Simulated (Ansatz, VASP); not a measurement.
**CaSe: VASP beside Ansatz**

INCAR

```
  PREC = Accurate
  ENCUT = 520
  EDIFF = 1E-7
  ISMEAR = 0
  SIGMA = 0.01
  LREAL = False
  LASPH = True
  NELM = 150
  ALGO = Normal
  ISIF = 2
  LWAVE = False
  LCHARG = True
  LNONCOLLINEAR = True
  MAGMOM = 0 0 0 0 0 0
  LORBIT = 11
  LSORBIT = True
  GGA_COMPAT = False
  LORBMOM = True
  GGA = PS
  LVHAR = True
  NBANDS = 28
```

KPOINTS

```
Automatic mesh
0
Gamma
  8 8 8
```

The input POSCAR:

```
CaSe
1.0
    2.9762584994      2.9762584994      0.0000000000
   -2.9762584994      2.9762584994      0.0000000000
    0.0000000000      2.9762584994      2.9762584994
Ca Se
1 1
Direct
    0.0000000000      0.0000000000      0.0000000000
    0.5000000000      0.5000000000      0.0000000000
```

Input for Ansatz:

```yaml
crystal:
  lattice:
    - [2.97625849936, 2.97625849936, 0.0]
    - [-2.97625849936, 2.97625849936, 0.0]
    - [0.0, 2.97625849936, 2.97625849936]
  atoms:
    - { symbol: Ca, position: [0.0, 0.0, 0.0] }
    - { symbol: Se, position: [0.5, 0.5, 0.0] }
kpoints:
  mp_grid: { grid: [8, 8, 8] }
scf:
  occupations: { method: fixed }
  convergence: { dr2_threshold: 1.0e-10 }
hamiltonian:
  xc: pbesol
  pseudopotentials: { kind: all_electron, lapw: { basis_error: 0.0005 } }
magnetization:
  noncollinear: true
  spin_orbit: true
output:
  forces: true
  stress: true
  eigenstates:
    kpoints:
      - [0.0, 0.0, 0.0]
      - [-0.5, 0.5, 0.0]
      - [-0.5, -0.5, -0.5]
      - [0.0, 0.0, -0.5]
      - [0.0, -0.5, -0.5]
      - [0.0, 0.5, 0.0]
      - [-0.5, 0.0, 0.0]
      - [-0.5, 0.0, -0.5]
  eigenvalues: true
```

Alike in both runs: task single point; functional PBEsol; k mesh 8 × 8 × 8; non-collinear spin, spin-orbit coupling.

|  | VASP | Ansatz |
| --- | --- | --- |
| version | VASP 6.6.1 | Ansatz 0.2.0 |
| potentials or method | VASP PAW PBE potentials, release 64 (Ca_sv, Se), cutoff 520 eV | all-electron LAPW |
| occupations | gaussian, width 0.01 eV | fixed |

```tsv
	VASP	Ansatz	Ansatz less VASP
pressure (GPa)	-1.9	-2.0	-0.18
```

VASP's potentials were made for PBE, not for PBEsol. Ansatz ran all-electron here, and VASP with PAW potentials.
